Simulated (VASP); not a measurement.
Set up this calculation in VASP 6.6.1, as the native input.

```yaml
Task: single point
Functional: RPBE
Potentials_or_basis: VASP PAW PBE potentials, release 64 (Te, Be)
Cutoff: 520 eV
k_mesh: 8 × 8 × 8
Occupations: fermi-dirac, width 0.05 eV
Spin: no spin polarisation
Dipole_correction: no
Further_INCAR_settings: ALGO = Normal; EDIFF = 1e-07; NBANDS = 11
```

The structure of BeTe lies in POSCAR:

```
BeTe
1.0
    0.0000000000      2.7700000000      2.7700000000
    2.7700000000      0.0000000000      2.7700000000
    2.7700000000      2.7700000000      0.0000000000
Te Be
1 1
Direct
    0.7500000000      0.7500000000      0.7500000000
    0.0000000000      0.0000000000      0.0000000000
```

One way to write it, as run:

INCAR

```
SYSTEM = BeTe
PREC = Accurate ; ENCUT = 520
EDIFF = 1E-7 ; ISMEAR = -1
SIGMA = 0.05 ; LREAL = .False.
LASPH = .True. ; NELM = 60
ALGO = Normal ; ISIF = 2
LWAVE = .False. ; LCHARG = .False.
GGA = RP ; NBANDS = 11
```

KPOINTS

```
Automatic mesh
0
Gamma
  8 8 8
  0 0 0
```

Potentials or basis: VASP PAW PBE potentials, release 64 (Te, Be).

Run with:

```sh
$ cat potpaw_PBE.64/Te/POTCAR potpaw_PBE.64/Be/POTCAR > POTCAR
$ mpirun -np 1 vasp_std > vasp.out
```

Results of the run:

The pressure is 6.1 GPa and the band gap on the k mesh is 1.93 eV, indirect (least direct gap 3.59 eV).

Caveat: the PAW data sets were made with another functional, which shifts forces and pressure a little; spin-orbit coupling is left out, which moves the levels of the heavy elements.

Run time: 7.8 s on 1 thread of Intel(R) Xeon(R) 6975P-C (Granite Rapids), with other jobs on the host, peak memory 0.17 GiB.
